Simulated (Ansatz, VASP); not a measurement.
## One calculation of CdTe, two programs

```
Cd Te
1.0
     0.00000    3.09756    3.09756
     3.09756    0.00000    3.09756
     3.09756    3.09756    0.00000
Cd Te
1 1
Direct
  0.00000 0.00000 0.00000
  0.25000 0.25000 0.25000
```

Change from the starting cell: volume scaled by 0.96, ions relaxed.

Alike in both runs: functional PBE; k mesh 12 × 12 × 12; occupations fermi-dirac, width 0.02 eV; no spin polarisation.

Ansatz relaxed the structure, and its values are those at the end. VASP's run is a single point on that final structure, the one shown.

|  | VASP | Ansatz |
| --- | --- | --- |
| version | VASP 6.6.1 | Ansatz 0.2.0 |
| potentials or method | VASP PAW PBE potentials, release 64 (Cd, Te) | plane-wave PAW, scalar-relativistic |
| plane-wave cutoff (eV) | 520 | 420 |
| valence electrons in the cell | 18 | 36 |

```tsv
	VASP	Ansatz	Ansatz less VASP
gap on the k mesh at the Fermi level (eV)	1.20	1.19	-0.006
pressure (GPa)	11.4	11.2	-0.24
```

VASP's potentials hold 18 valence electrons a cell and Ansatz's 36, so a difference there can come from the potentials and not from the codes. Ansatz's warnings: stress scf threshold loose.

Neither program's run includes spin-orbit coupling.
